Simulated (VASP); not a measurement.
# Al12H3C in VASP: notebook

Al12H3C is run at these levels: PBEsol; tasks: single point.

Everything below comes from runs of VASP 6.6.1. Logs are shortened: lines on timing, memory, paths and dates and some standing lists are left out, and cuts for length are marked.

### Step 1. The cell of the first run

The cell holds a slab with vacuum, 16 atoms: a = 5.728 Å, b = 5.728 Å, c = 15.677 Å, α = 90.00°, β = 90.00°, γ = 60.00°.

### Step 2. Single point, PBEsol

INCAR reads:

```
SYSTEM = Al12H3C
PREC = Accurate
ENCUT = 520
EDIFF = 1E-6
ISMEAR = 0
SIGMA = 0.1
LREAL = Auto
LASPH = .TRUE.
NELM = 60
ALGO = Normal
ISIF = 2
LWAVE = .FALSE.
LCHARG = .FALSE.
GGA = PS
NBANDS = 36
```

KPOINTS reads:

```
regular mesh
0
G
  3 3 1
  0 0 0
```

POSCAR reads:

```
Al12H3C
1.0
    5.7275650000      0.0000000000      0.0000000000
    2.8637820000      4.9602170000      0.0000000000
    0.0000000000      0.0000000000     15.6765370000
Al C H
12 1 3
Direct
    0.1666666800      0.1666666600      0.0637896000
    0.6666666800      0.1666666600      0.0637896000
    0.1666667400      0.6666666300      0.0637896000
    0.6666667300      0.6666666300      0.0637896000
   -0.1576562935      0.3351858377      0.2081695017
    0.3387130323      0.3387671454      0.2105218454
   -0.1567266796      0.8387354807      0.2072085890
    0.3400806086      0.8344781851      0.2111278184
   -0.0310801137      0.0123919700      0.3603276324
    0.5107150744     -0.0038447503      0.3473706828
   -0.0238617214      0.5229677757      0.3523412884
    0.5224392609      0.4836857222      0.3610479294
    0.1971640750      0.6874012612      0.4364753503
    0.1828409519      0.1857408099      0.4004322894
    0.1227097576      0.5871683129      0.4805696123
    0.2686459581      0.7907630625      0.4803915658
```

Potentials or basis: VASP PAW PBE potentials, release 64 (Al, C, H).

Launch:

```bash
> cat potpaw_PBE.64/Al/POTCAR potpaw_PBE.64/C/POTCAR potpaw_PBE.64/H/POTCAR > POTCAR
> mpirun -np 1 vasp_std > vasp.out
```

OUTCAR:

```text
SYSTEM = Al12H3C
   PREC = Accurate
   ENCUT = 520
   EDIFF = 1E-6
   ISMEAR = 0
   LREAL = Auto
   LASPH = .TRUE.
   NELM = 60
   ISIF = 2
   GGA = PS

 ion  position               nearest neighbor table
   1  0.167  0.167  0.064-   5 2.78   8 2.84   3 2.86   3 2.86   4 2.86   2 2.86   2 2.86   4 2.86
                             6 2.86
   2  0.667  0.167  0.064-   7 2.78   6 2.82   5 2.84   4 2.86   3 2.86   4 2.86   1 2.86   1 2.86
                             3 2.86
   3  0.167  0.667  0.064-   7 2.76   6 2.82   8 2.86   4 2.86   2 2.86   1 2.86   1 2.86   4 2.86
                             2 2.86
   4  0.667  0.667  0.064-   5 2.80   8 2.82   7 2.84   2 2.86   3 2.86   1 2.86   2 2.86   3 2.86
                             1 2.86
   5  0.842  0.335  0.208-  11 2.77   1 2.78   4 2.80   2 2.84   7 2.84   6 2.85   8 2.86   8 2.87
                             6 2.87  12 2.88   9 2.88   7 2.89
   6  0.339  0.339  0.211-  10 2.74   3 2.82   2 2.82   8 2.84   7 2.85   5 2.85  11 2.86   1 2.86
                            12 2.87   5 2.87   7 2.88   8 2.88
   7  0.843  0.839  0.207-  10 2.75   3 2.76  11 2.77   2 2.78   9 2.83   8 2.83   4 2.84   5 2.84
                             6 2.85   6 2.88   5 2.89   8 2.89
   8  0.340  0.834  0.211-  10 2.70   4 2.82   7 2.83   1 2.84   6 2.84   5 2.86   3 2.86   5 2.87
                             6 2.88   7 2.89  12 2.92   9 2.98
   9  0.969  0.012  0.360-  14 2.02  13 2.04  12 2.63  10 2.68  11 2.79   7 2.83   5 2.88  11 2.95
                             8 2.98  10 3.06  12 3.10
  10  0.511  0.996  0.347-  14 1.83   9 2.68  11 2.69   8 2.70   6 2.74   7 2.75  12 2.83  12 2.91
                            11 3.04   9 3.06
  11  0.976  0.523  0.352-  14 1.85  13 2.33  10 2.69  12 2.72   7 2.77   5 2.77   9 2.79   6 2.86
                             9 2.95  12 3.03  10 3.04
  12  0.522  0.484  0.361-  13 2.01   9 2.63  11 2.72  10 2.83   6 2.87   5 2.88  10 2.91   8 2.92
                            11 3.03   9 3.10
  13  0.197  0.687  0.436-  15 1.11  16 1.11  12 2.01   9 2.04  11 2.33
  14  0.183  0.186  0.400-  10 1.83  11 1.85   9 2.02
  15  0.123  0.587  0.481-  13 1.11
  16  0.269  0.791  0.480-  13 1.11

  LATTYP: Found a hexagonal cell.
 ALAT       =     5.7275649303
 C/A-ratio  =     2.7370334847

  Lattice vectors:

 A1 = (  -2.8637820000,  -4.9602170000,   0.0000000000)
 A2 = (   5.7275650000,   0.0000000000,   0.0000000000)
 A3 = (   0.0000000000,   0.0000000000,  15.6765370000)

Analysis of symmetry for initial positions (statically):
=====================================================================
 Subroutine PRICEL returns:
 Original cell was already a primitive cell.

 Routine SETGRP: Setting up the symmetry group for a
 hexagonal supercell.

 Subroutine GETGRP returns: Found  1 space group operations
 (whereof  1 operations were pure point group operations)
 out of a pool of 24 trial point group operations.

[... 134 lines left out ...]
   NUPDOWN=      -1.0000    fix difference up-down
   EMIN   =  10.00;   EMAX   =-10.00  energy-range for DOS
   EFERMI =   0.00;   METHOD = LEGACY
   ISMEAR =     0;   SIGMA  =   0.10  broadening in eV -4-tet -1-fermi 0-gaus
   EFERMI_NEDOS =   21; number of points for ismear=-14 and -15
   IALGO  =     38    algorithm
   IMIX   =      4    mixing-type and parameters
     AMIX     =   0.40;   BMIX     =  1.00
     AMIX_MAG =   1.60;   BMIX_MAG =  1.00
  volume/ion in A,a.u.               =      27.84       187.84
  Fermi-wavevector in a.u.,A,eV,Ry     =   0.751030  1.419241  7.674316  0.564046
  Thomas-Fermi vector in A             =   1.847918
   LORBIT       =      0    0 simple, 1 ext, 2 COOP (PROOUT), +10 PAW based schemes
   GGA     = PS    functional components
   LHFCALC =     F    Hartree Fock is set to
   AEXX    =    0.0000 exact exchange contribution
   IVDW    =     0    specifies the selected vdW correction
   LEPSILON=     F    determine dielectric tensor
   LRPA    =     F    only Hartree local field effects (RPA)
 non-spin polarized calculation
 Gauss-broadening in eV      SIGMA  =   0.10
  energy-cutoff  :      520.00
  volume of cell :      445.37
 maximum number of plane-waves:     12018
 NGX is ok and might be reduce to    42
   NGX = 21   NGY = 21   NGZ = 59

 number of electron      43.0000000 magnetization

 Free energy of the ion-electron system (eV)
  ---------------------------------------------------
  ext. energy  EPLUGINS =         0.00000000
  ---------------------------------------------------
  free energy    TOTEN  =       -65.41883039 eV

  energy without entropy =      -65.39015262  energy(sigma->0) =      -65.40449151

 E-fermi :   1.7963     XC(G=0):  -5.9464

 val. band max:        1.7471829502   @ k =   0.3333   0.3333   0.0000
 cond. band min:       1.8230876132   @ k =   0.3333   0.0000   0.0000
 fundamental gap:      0.0759046630
 Fermi energy:         1.7962730927

 k-point     1 :       0.0000    0.0000    0.0000
  band No.  band energies     occupation
      1     -11.5006      2.00000
      2      -8.8440      2.00000
      3      -7.2276      2.00000
      4      -5.3568      2.00000
      5      -5.0237      2.00000
      6      -4.1544      2.00000
[... 169 lines left out ...]
     32       4.9849      0.00000
     33       5.1832      0.00000
 [bands above 33 left out]

------------------------ aborting loop because EDIFF is reached ----------------------------------------

  FORCE on cell =-STRESS in cart. coord.  units (eV):
  Direction    XX          YY          ZZ          XY          YZ          ZX
  --------------------------------------------------------------------------------------
  -------------------------------------------------------------------------------------
  Total       -1.9229589     -1.8746142      0.1401660      0.0697862      0.1195253      0.0585549
  in kB       -6.9176684     -6.7437527      0.5042342      0.2510496      0.4299813      0.2106459
  external PRESSURE =      -4.3857290 kB  Pullay stress =       0.0000000 kB

 VOLUME and BASIS-vectors are now :
 -----------------------------------------------------------------------------
  energy-cutoff  :      520.00
  volume of cell :      445.37
      direct lattice vectors                 reciprocal lattice vectors
     5.727565000  0.000000000  0.000000000     0.174594265 -0.100802024  0.000000000
     2.863782000  4.960217000  0.000000000     0.000000000  0.201604083  0.000000000
     0.000000000  0.000000000 15.676537000     0.000000000  0.000000000  0.063789598

 POSITION                                       TOTAL-FORCE (eV/Angst)
 -----------------------------------------------------------------------------------
      1.43189      0.82670      1.00000        -0.021580     -0.029008      0.060923
      4.29567      0.82670      1.00000         0.034185      0.115251     -0.098044
      2.86378      3.30681      1.00000         0.062261     -0.057464      0.063402
      5.72756      3.30681      1.00000        -0.076705     -0.037578     -0.067493
      5.78448      1.66259      3.26338        -0.004266     -0.007038     -0.004186
      2.91016      1.68036      3.30025        -0.005486     -0.005805      0.000518
[... 8 lines left out ...]
      2.38435      2.91248      7.53367        -0.028403     -0.010732      0.015345
      3.80326      3.92236      7.53088         0.034746      0.014270      0.027619
 -----------------------------------------------------------------------------------
    total drift:                                0.007166      0.004602     -0.019262

  FREE ENERGIE OF THE ION-ELECTRON SYSTEM (eV)
  ---------------------------------------------------
  free  energy   TOTEN  =       -65.4188303921 eV

  energy  without entropy=      -65.3901526218  energy(sigma->0) =      -65.40449151
```

OSZICAR:

```text
N       E                     dE             d eps       ncg     rms          rms(c)
DAV:   1     0.113625144680E+03    0.11363E+03   -0.14027E+04   360   0.886E+02
DAV:   2    -0.541552847235E+02   -0.16778E+03   -0.15994E+03   452   0.152E+02
DAV:   3    -0.697004397364E+02   -0.15545E+02   -0.15175E+02   512   0.428E+01
[... 13 lines left out ...]
DAV:  17    -0.654187018782E+02   -0.55990E-03   -0.14173E-04   444   0.603E-02    0.838E-03
DAV:  18    -0.654188117392E+02   -0.10986E-03   -0.42717E-05   408   0.327E-02    0.326E-03
DAV:  19    -0.654188274106E+02   -0.15671E-04   -0.49456E-06   432   0.109E-02    0.215E-03
DAV:  20    -0.654188295782E+02   -0.21676E-05   -0.62662E-07   356   0.361E-03    0.107E-03
DAV:  21    -0.654188303921E+02   -0.81390E-06   -0.26453E-07   320   0.218E-03
   1 F= -.65418830E+02 E0= -.65404492E+02  d E =-.286778E-01
```

stdout:

```text
POSCAR found type information on POSCAR AlC H
 POSCAR found :  3 types and      16 ions
 scaLAPACK will be used
 -----------------------------------------------------------------------------
|                                                                             |
|                                                                             |
|     You enforced a specific xc type in the INCAR file but a different       |
|     I HOPE YOU KNOW WHAT YOU ARE DOING!                                     |
|                                                                             |
 -----------------------------------------------------------------------------

 LDA part: xc-table for (Slater+PW92), standard interpolation
 POSCAR, INCAR and KPOINTS ok, starting setup
 FFT: planning ... GRIDC
 FFT: planning ... GRID_SOFT
 FFT: planning ... GRID
 WAVECAR not read
 entering main loop
```

Run time: 2.1 min. Hardware: 1 thread of Intel Xeon 6975P-C (Granite Rapids), shared host; peak memory 0.56 GiB.

What came out:

* Free energy: -65.4188 eV
* Largest force: 0.155 eV/Å
* Band gap on the k mesh: zero (an odd number of electrons rules out a gap without spin polarisation)

Forces on the atoms (eV/Å):
```
Al  -0.022 -0.029  0.061
Al   0.034  0.115 -0.098
Al   0.062 -0.057  0.063
Al  -0.077 -0.038 -0.067
Al  -0.004 -0.007 -0.004
Al  -0.005 -0.006  0.001
Al  -0.014 -0.007 -0.003
Al  -0.001 -0.004  0.003
Al   0.012  0.001  0.011
Al  -0.004  0.002  0.006
Al   0.016  0.004  0.018
Al   0.002  0.009  0.003
C   -0.002  0.007 -0.038
H   -0.006  0.006  0.004
H   -0.028 -0.011  0.015
H    0.035  0.014  0.028
```

Caveat: the k points lie up to 0.42 Å⁻¹ apart, too coarse for converged energies and pressures of a metal; the PAW data sets were made with another functional, which shifts forces and pressure a little.

### Step 3. Single point, PBEsol

INCAR reads:

```
SYSTEM = Al12H3C
ALGO = Normal ; EDIFF = 1E-6
ENCUT = 520 ; GGA = PS
ISIF = 2 ; ISMEAR = 0
LASPH = .True. ; LCHARG = .True.
LELF = .True. ; LREAL = Auto
LVHAR = .True. ; LWAVE = .False.
NBANDS = 36 ; NELM = 60
PREC = Accurate ; SIGMA = 0.1
```

KPOINTS reads:

```
k-points
0
Gamma
  3 3 1
  0 0 0
```

POSCAR reads:

```
Al12H3C
1.0
    5.7275650000      0.0000000000      0.0000000000
    2.8637820000      4.9602170000      0.0000000000
    0.0000000000      0.0000000000     15.6765370000
Al C H
12 1 3
Direct
    0.1666666208      0.1666667003      0.0637895984
    0.6666667081      0.1666667003      0.0637895984
    0.1666666712      0.6666665995      0.0637895984
    0.6666667585      0.6666665995      0.0637895984
   -0.1646366404      0.3346323356      0.2071506609
    0.3332706471      0.3373342336      0.2103514316
   -0.1617162001      0.8333284612      0.2094719644
    0.3388613071      0.8360255207      0.2053512839
    0.0034605656      0.0103678932      0.3488287624
    0.4981425668     -0.0026726653      0.3499987912
   -0.0038275650      0.5057702113      0.3569373772
    0.5043097785      0.5105042783      0.3492872182
    0.0575839675      0.5165344581      0.4833145866
   -0.0382730006      0.4105263943      0.5124629247
    0.2723837410      0.4120936645      0.5012180305
   -0.0400545004      0.7258313497      0.5066417411
```

Potentials or basis: VASP PAW PBE potentials, release 64 (Al, C, H).

Launch:

```bash
> cat potpaw_PBE.64/Al/POTCAR potpaw_PBE.64/C/POTCAR potpaw_PBE.64/H/POTCAR > POTCAR
> mpirun -np 1 vasp_std > vasp.out
```

It took 2.1 min on 1 thread of Intel Xeon 6975P-C (Granite Rapids), shared host; peak memory 0.56 GiB.

It converged, with:

| Quantity | Value |
| --- | --- |
| Free energy | -65.7309 eV |
| Largest force | 0.173 eV/Å |
| Band gap on the k mesh | zero (an odd number of electrons rules out a gap without spin polarisation) |

Forces on the atoms (eV/Å):
```
Al   0.048  0.017 -0.098
Al  -0.028 -0.006 -0.022
Al   0.020  0.009  0.026
Al   0.047  0.028 -0.141
Al   0.004  0.006 -0.004
Al  -0.007  0.007  0.000
Al   0.004 -0.001  0.000
Al   0.010  0.006 -0.014
Al   0.010 -0.029 -0.010
Al  -0.008 -0.001  0.005
Al   0.027 -0.002  0.022
Al   0.029 -0.007 -0.025
C   -0.063 -0.024  0.043
H   -0.066 -0.010  0.160
H    0.005 -0.012  0.010
H   -0.034  0.018  0.049
```

Levels at points of the mesh, in eV from the Fermi level:
```
           k point  band 19  band 20  band 21  band 22  band 23  band 24  band 25  band 26
(0.00, 0.00, 0.00)    -2.43    -1.61    -0.12    -0.05     0.11     0.23     0.36     0.72
```

Caveat: the k points lie up to 0.42 Å⁻¹ apart, too coarse for converged energies and pressures of a metal; the PAW data sets were made with another functional, which shifts forces and pressure a little.

### Step 4. Single point, PBEsol

INCAR reads:

```
SYSTEM = Al12H3C
PREC = Accurate
ENCUT = 520
EDIFF = 1E-6
ISMEAR = 0
SIGMA = 0.1
LREAL = Auto
LASPH = .True.
NELM = 80
ALGO = Normal
ISIF = 2
LWAVE = .False.
LCHARG = .False.
GGA = PS
NBANDS = 36
```

KPOINTS reads:

```
regular mesh
0
Gamma
  3 3 1
  0 0 0
```

POSCAR reads:

```
Al12H3C
1.0
    5.7275650000      0.0000000000      0.0000000000
    2.8637820000      4.9602170000      0.0000000000
    0.0000000000      0.0000000000     15.6765370000
Al C H
12 1 3
Direct
    0.1666666208      0.1666667003      0.0637895984
    0.6666667081      0.1666667003      0.0637895984
    0.1666666712      0.6666665995      0.0637895984
    0.6666667585      0.6666665995      0.0637895984
   -0.1697680206      0.3312578865      0.2060539263
    0.3347180558      0.3343873867      0.2112417430
   -0.1649700010      0.8365652148      0.2092014965
    0.3370223978      0.8330893588      0.2085695967
   -0.0266906556      0.0368046398      0.3525436134
    0.4878787154     -0.0002255950      0.3525045104
   -0.0364930159      0.5180045550      0.3495390596
    0.4779424027      0.5174642561      0.3570048028
    0.1151226858      0.5226079827      0.4661533348
    0.0291910440      0.3894428409      0.4811295377
    0.3204623642      0.4091264556      0.4925205739
    0.0010772251      0.7213936406      0.4971217814
```

Launch:

```bash
> cat potpaw_PBE.64/Al/POTCAR potpaw_PBE.64/C/POTCAR potpaw_PBE.64/H/POTCAR > POTCAR
> mpirun -np 1 vasp_std > vasp.out
```

Run time: 1.9 min. Hardware: 1 thread of Intel Xeon 6975P-C (Granite Rapids), shared host; peak memory 0.55 GiB.

Results (log left out):

```yaml
Free_energy: -65.3645 eV
Largest_force: 0.582 eV/Å
Band_gap_on_the_k_mesh: zero (an odd number of electrons rules out a gap without spin polarisation)
```

Forces in eV/Å, atoms in the order of the input:
```
Al   0.099  0.021 -0.070
Al  -0.145  0.002 -0.149
Al   0.035  0.020  0.129
Al   0.042  0.066 -0.121
Al  -0.004  0.027 -0.040
Al  -0.029  0.006 -0.021
Al   0.005  0.009 -0.029
Al   0.020 -0.002 -0.076
Al  -0.018 -0.046 -0.144
Al  -0.093 -0.044 -0.024
Al   0.105 -0.025 -0.065
Al   0.058 -0.057 -0.142
C   -0.242 -0.162  0.194
H    0.053  0.252  0.522
H    0.196  0.020 -0.066
H   -0.081 -0.086  0.101
```

Levels at points of the mesh, in eV from the Fermi level:
| k point | band 18 | band 19 | band 20 | band 21 | band 22 | band 23 | band 24 | band 25 |
| --- | --- | --- | --- | --- | --- | --- | --- | --- |
| (0.00, 0.00, 0.00) | -2.64 | -2.37 | -1.56 | -0.26 | -0.17 | -0.04 | 0.24 | 0.39 |

Caveat: the k points lie up to 0.42 Å⁻¹ apart, too coarse for converged energies and pressures of a metal; the PAW data sets were made with another functional, which shifts forces and pressure a little.

(Continued in part 2 of 2.)
